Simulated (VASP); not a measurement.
Runs of VASP 6.6.1 on Sc2Ta. The structure is that of space group P6/mmm (No. 191), or close to it. The cells are those of the table. The cell was generated, and may not be a known phase.

| task | cell | k mesh | cutoff (eV) | gap on the mesh (eV) | pressure (GPa) | relaxed volume (Å³/atom) |
| --- | --- | --- | --- | --- | --- | --- |
| single point | a = 4.963, b = 4.963, c = 2.940 Å, angles 90.0, 90.0, 120.0°, 3 atoms | 6 × 6 × 4 | 520 | none | (b) | - |
| relaxation of cell and atoms | relaxed from a = 4.963, b = 4.963, c = 2.940 Å, angles 90.0, 90.0, 120.0°, 3 atoms | 6 × 6 × 6 | 600 | none | -0.2 | 21.01 |
| single point | a = 3.729, b = 3.729, c = 3.855 Å, angles 90.0, 90.0, 120.0°, 3 atoms | 6 × 6 × 4 | 520 | none | 43.0 | - |
| relaxation of cell and atoms | relaxed from a = 3.729, b = 3.729, c = 3.855 Å, angles 90.0, 90.0, 120.0°, 3 atoms | 6 × 6 × 4 | 600 | none | 0.0 | 20.92 |
| single point | a = 4.956, b = 4.956, c = 2.952 Å, angles 90.0, 90.0, 120.0°, 3 atoms | 12 × 12 × 16 | 520 | none | (a) | - |
| single point | a = 5.029, b = 5.029, c = 2.871 Å, angles 90.0, 90.0, 120.0°, 3 atoms | 6 × 6 × 6 | 520 | none | 0.0 | - |

Alike in all rows: level PBE; potentials or basis VASP PAW PBE potentials, release 64 (Sc_sv, Ta_pv); no spin polarisation; smearing gaussian 0.1 eV.

Q: Fill in the values left out.

A: (a) 0.1; (b) 0.2.

Caveats: some runs use coarse meshes; spin-orbit coupling is left out, which moves the levels of the heavy elements; the volume moved by over 15 % at a fixed basis, so the end points are rough (at least some runs).

A k mesh can miss the band edges, and the runs leave out spin-orbit coupling on Ta.

A gap of «none» marks levels without a gap at the run's occupations.
